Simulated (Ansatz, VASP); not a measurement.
**One calculation of BaTiO3, two programs**

INCAR

```
ALGO = Normal
EDIFF = 1E-6
ENCUT = 520
GGA = PE
ISIF = 2
ISMEAR = 0
LASPH = T
LCHARG = F
LREAL = Auto
LWAVE = F
NBANDS = 73
NELM = 60
PREC = Accurate
SIGMA = 0.05
```

Contents of KPOINTS:

```
k-points
0
Gamma
  7 7 3
```

File POSCAR:

```
BaTiO3
1.0
    0.0000000000      2.8905577535     -2.9158992878
   -3.9723905816      0.0000000000      0.0000000000
    0.0000000000     10.0920454485     10.1557258630
Ba Ti O
3 3 9
Direct
    0.9850350787      0.0000000000      0.7920971659
    0.9874737388      0.0000000000      0.2185598563
    0.9862544088      0.0000000000      0.5053285111
    0.4718545868      0.5000000000      0.0798237772
    0.4706352567      0.5000000000      0.3665924320
    0.4694159267      0.5000000000      0.6533610868
    0.5124236200      1.0000000000      0.0682040185
    0.5112042899      1.0000000000      0.3549726733
    0.5099849599      1.0000000000      0.6417413281
    0.0233341775      0.5000000000      0.0698889641
    0.0221148475      0.5000000000      0.3566576189
    0.0208955174      0.5000000000      0.6434262737
    0.5059516402      0.5000000000      0.2084574854
    0.5047323102      0.5000000000      0.4952261402
    0.5035129801      0.5000000000      0.7819947950
```

Input for Ansatz:

```yaml
crystal:
  lattice:
    - [0.0, 2.8905577535, -2.9158992878]
    - [-3.9723905816, 0.0, 0.0]
    - [0.0, 10.0920454485, 10.155725863]
  atoms:
    - { symbol: Ba, position: [0.9850350787, 0.0, 0.7920971659] }
    - { symbol: Ba, position: [0.9874737388, 0.0, 0.2185598563] }
    - { symbol: Ba, position: [0.9862544088, 0.0, 0.5053285111] }
    - { symbol: Ti, position: [0.4718545868, 0.5, 0.0798237772] }
    - { symbol: Ti, position: [0.4706352567, 0.5, 0.366592432] }
    - { symbol: Ti, position: [0.4694159267, 0.5, 0.6533610868] }
    - { symbol: O, position: [0.51242362, 1.0, 0.0682040185] }
    - { symbol: O, position: [0.5112042899, 1.0, 0.3549726733] }
    - { symbol: O, position: [0.5099849599, 1.0, 0.6417413281] }
    - { symbol: O, position: [0.0233341775, 0.5, 0.0698889641] }
    - { symbol: O, position: [0.0221148475, 0.5, 0.3566576189] }
    - { symbol: O, position: [0.0208955174, 0.5, 0.6434262737] }
    - { symbol: O, position: [0.5059516402, 0.5, 0.2084574854] }
    - { symbol: O, position: [0.5047323102, 0.5, 0.4952261402] }
    - { symbol: O, position: [0.5035129801, 0.5, 0.781994795] }
basis:
  ecutwfc: 420
kpoints:
  mp_grid: { grid: [7, 7, 3] }
hamiltonian:
  xc: pbe
scf:
  occupations: { method: gaussian, width: 0.05 }
output:
  forces: true
  stress: true
  eigenvalues: true
```

Alike in both runs: task single point; functional PBE; k mesh 7 × 7 × 3; occupations gaussian, width 0.05 eV; no spin polarisation.

|  | VASP | Ansatz |
| --- | --- | --- |
| version | VASP 6.6.1 | Ansatz 0.2.0 |
| potentials or method | VASP PAW PBE potentials, release 64 (Ba_sv, Ti_sv, O), cutoff 520 eV | scalar-relativistic, plane waves, PAW |
| valence electrons in the cell | 120 | 120 |

```tsv
	VASP	Ansatz	Ansatz less VASP
gap on the k mesh at the Fermi level (eV)	0.32	0.32	+0.003
least direct gap on the mesh (eV)	1.11	1.11	-0.002
pressure (GPa)	-1.7	-2.9	-1.23
traceless stress, the component that is largest in VASP (GPa)	-0.27	-0.29	-0.014
rms of the force components (eV/Å)	0.383	0.375	-0.0081
```

Atom by atom the forces differ by 0.043 eV/Å (rms over components).

Spin-orbit coupling is off throughout.
